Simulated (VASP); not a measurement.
The system is NaI.

```
Na I
1.0
     4.26034    0.00000    0.00000
     0.00000    4.04054    0.00000
     0.00000    0.00000    4.04054
Na I
1 1
Cartesian
  0.0000 0.0000 0.0000
  2.1302 2.0203 2.0203
```

This cell differs from its parent crystal: uniaxial x strain +5.4%.

Base run:

| Item | Value |
| --- | --- |
| Program | VASP 6.6.1 |
| Functional | HSE06 |
| Potentials or basis | VASP PAW PBE potentials, release 64 (Na_pv, I) |
| Cutoff | 520 eV |
| k mesh | 4 × 4 × 4 |
| Occupations | gaussian, width 0.01 eV |
| Spin | no spin polarisation |

Its results: band gap on the k mesh 2.99 eV (least direct gap 3.57 eV); pressure -0.6 GPa.

Question: The run is repeated on the same cell with these changes: functional from HSE06 to r2SCAN; k mesh from 4 × 4 × 4 to 6 × 6 × 6. What comes out?

Answer: Band gap on the k mesh 2.81 eV (least direct gap 3.26 eV); pressure -0.8 GPa.

Several settings changed at once.

Caveats: the PAW data sets were made with another functional, which shifts forces and pressure a little; spin-orbit coupling is left out, which moves the levels of the heavy elements.

A k mesh can miss the band edges.
